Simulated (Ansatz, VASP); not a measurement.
In7O: VASP beside Ansatz

```
In O
1.0
     3.34921    0.00000    0.00000
    -1.67460    2.90050    0.00000
     0.00000    0.00000   20.29908
In O
7 1
Direct
  0.33333 0.66667 0.07573
  0.66667 0.33333 0.92427
  0.66667 0.33333 0.63715
  0.00000 0.00000 0.50000
  0.33333 0.66667 0.36285
  0.66667 0.33333 0.22104
  0.33333 0.66667 0.77896
  0.00000 0.00000 0.00000
```

Alike in both runs: task relaxation of cell and atoms; functional PBE; k mesh 12 × 12 × 2; occupations gaussian, width 0.1 eV; no spin polarisation.

```csv
,VASP,Ansatz
version,VASP 6.6.1,Ansatz 0.2.0
potentials or method,"VASP PAW PBE potentials, release 64 (In_d, O), cutoff 600 eV","scalar-relativistic, plane waves, PAW"
valence electrons in the cell,97,97
```

|  | VASP | Ansatz | Ansatz less VASP |
| --- | --- | --- | --- |
| gap on the k mesh at the Fermi level, each at its own relaxed structure (eV) | none | none | - |
| relaxed volume (Å³/atom) | 24.65 | 24.65 | +0.004 |
| relaxed length of the cell vector where the two differ most in proportion (Å) | 3.350 | 3.350 | +0.0003 |

A gap of «none» marks a metal or a gap that the smearing closes.
